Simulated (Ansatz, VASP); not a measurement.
**One calculation of AlGa3N4, two programs**

```xyz
8
Lattice="4.2929 -0.1860 0.1678 -0.1860 4.8053 -0.2015 0.1678 -0.2015 4.2780" Properties=species:S:1:pos:R:3 pbc="T T T"
Al   -0.0027   -0.1070   -0.1412
Ga    1.9213    2.3834   -0.0802
Ga    2.2564   -0.1638    2.3451
Ga   -0.0985    2.3892    1.9897
N     3.1388    3.5100    1.3221
N     3.3379    0.9556    3.0627
N     1.2908    3.1061    3.1503
N     0.9801    1.1798    1.0843
```

Change from the starting cell: all atoms moved at random (sigma 0.15 Å a component), cell strained at random (sigma 0.05).

Alike in both runs: task single point; functional PBEsol; k mesh 6 × 6 × 6; occupations gaussian, width 0.05 eV; no spin polarisation.

|  | VASP | Ansatz |
| --- | --- | --- |
| version | VASP 6.6.1 | Ansatz 0.2.0 |
| potentials or method | VASP PAW PBE potentials, release 64 (Al, Ga_d, N), cutoff 520 eV | scalar-relativistic, plane waves, PAW |
| valence electrons in the cell | 62 | 62 |

```tsv
	VASP	Ansatz	Ansatz less VASP
gap on the k mesh at the Fermi level (eV)	0.56	0.56	0.000
least direct gap on the mesh (eV)	0.56	0.56	0.000
pressure (GPa)	17.1	17.5	+0.43
traceless stress, the component that is largest in VASP (GPa)	-8.06	-7.85	+0.203
rms of the force components (eV/Å)	3.707	3.757	+0.0492
```

VASP's potentials were made for PBE, not for PBEsol. Atom by atom the forces differ by 0.055 eV/Å (rms over components).
